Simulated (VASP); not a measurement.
The system is TiC.

```xyz
2
Lattice="0.0000 2.1657 2.1657 2.1657 0.0000 2.1657 2.1657 2.1657 0.0000" Properties=species:S:1:pos:R:3 pbc="T T T"
Ti    0.0000    0.0000    0.0000
C     2.1657    2.1657    2.1657
```

```yaml
Program: VASP 6.6.1
Task: relaxation of cell and atoms
Functional: PBEsol-based global hybrid with 25 % exact exchange
Potentials_or_basis: VASP PAW PBE potentials, release 64 (Ti_sv, C)
Cutoff: 600 eV
k_mesh: 6 × 6 × 6
Occupations: fermi-dirac, width 0.05 eV
Spin: no spin polarisation
```

At the start: pressure -10.5 GPa; volume 10.16 Å³/atom.

Problem. How do energy, volume and symmetry change on relaxing?

Solution. Over 3 steps the energy falls by 13.0 meV/atom and the volume is 9.78 Å³/atom (-3.7 %); space group Fm-3m (No. 225, to 0.1 Å) before and after.

Step by step:
| step | energy change (eV) | largest force (eV/Å) | pressure (GPa) | volume (Å³) |
| --- | --- | --- | --- | --- |
| 1 | 0.0000 | 0.0000 | -10.52 | 20.32 |
| 2 | 0.0379 | 0.0000 | 19.02 | 18.42 |
| 3 | -0.0261 | 0.0000 | -0.11 | 19.55 |

Final structure:
```xyz
2
Lattice="0.0000 2.1383 2.1383 2.1383 0.0000 2.1383 2.1383 2.1383 0.0000" Properties=species:S:1:pos:R:3 pbc="T T T"
Ti    0.0000    0.0000    0.0000
C     2.1383    2.1383    2.1383
```

Caveat: the k points lie up to 0.42 Å⁻¹ apart in the final cell, too coarse for converged energies and pressures of a metal; the PAW data sets were made with another functional, which shifts forces and pressure a little.
